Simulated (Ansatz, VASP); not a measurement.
# Zr3N4: VASP beside Ansatz

```
CELL_PARAMETERS angstrom
-3.34738 3.34738 3.34738
3.34738 -3.34738 3.34738
3.34738 3.34738 -3.34738
ATOMIC_POSITIONS crystal
Zr 0.25000 0.62500 0.37500
Zr 0.37500 0.25000 0.62500
Zr 0.75000 0.87500 0.12500
Zr 0.12500 0.75000 0.87500
Zr 0.62500 0.37500 0.25000
Zr 0.87500 0.12500 0.75000
N 0.13742 0.13742 0.13742
N 0.86258 0.50000 0.00000
N 0.50000 0.00000 0.36258
N 0.00000 0.86258 0.50000
N 0.36258 0.50000 0.00000
N 0.63742 0.63742 0.63742
N 0.00000 0.36258 0.50000
N 0.50000 0.00000 0.86258
```

Change from the starting cell: volume scaled by 0.98, ions relaxed.

Alike in both runs: task relaxation of the atoms; functional PBE; k mesh 6 × 6 × 6; occupations fermi-dirac, width 0.02 eV; no spin polarisation.

```csv
,VASP,Ansatz
version,VASP 6.6.1,Ansatz 0.2.0
potentials or method,"VASP PAW PBE potentials, release 64 (Zr_sv, N)","plane-wave PAW, scalar-relativistic"
plane-wave cutoff (eV),520,420
valence electrons in the cell,112,112
```

```tsv
	VASP	Ansatz	Ansatz less VASP
gap on the k mesh at the Fermi level, each at its own relaxed structure (eV)	0.82	0.81	-0.008
```

Ansatz's warnings: stress scf threshold loose.
